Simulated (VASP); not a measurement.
# Mo: single point with PBE

The system is Mo.

```xyz
1
Lattice="0.0000 2.0010 2.0010 2.0010 0.0000 2.0010 2.0010 2.0010 0.0000" Properties=species:S:1:pos:R:3 pbc="T T T"
Mo    0.0000    0.0000    0.0000
```

```yaml
Program: VASP 6.6.1
Task: single point
Functional: PBE
Potentials_or_basis: VASP PAW PBE potentials, release 64 (Mo_sv)
Cutoff: 520 eV
k_mesh: 18 × 18 × 18
Occupations: gaussian, width 0.1 eV
Spin: no spin polarisation
Dipole_correction: no
Further_INCAR_settings: ALGO = Normal; EDIFF = 1e-06; NBANDS = 13
```

* Pressure: 0.5 GPa
* Band gap on the k mesh: zero (band 7 reaches 15.77 eV, above the bottom of band 8 at 11.07 eV)

Levels at points of the mesh, in eV from the Fermi level:
```tsv
k point	band 4	band 5	band 6	band 7	band 8	band 9	band 10	band 11
(0.00, 0.00, 0.00)	-34.04	-6.72	-0.70	-0.70	-0.70	1.98	1.98	13.11
(0.50, 0.00, 0.00)	-34.21	-4.59	-0.88	-0.88	1.57	4.04	4.04	11.11
(0.50, 0.50, 0.00)	-34.51	-4.94	-4.26	4.00	4.04	4.62	4.62	12.49
```

Run time: 10 s on 1 thread of Intel(R) Xeon(R) 6975P-C (Granite Rapids), on a shared host, peak memory 0.16 GiB.
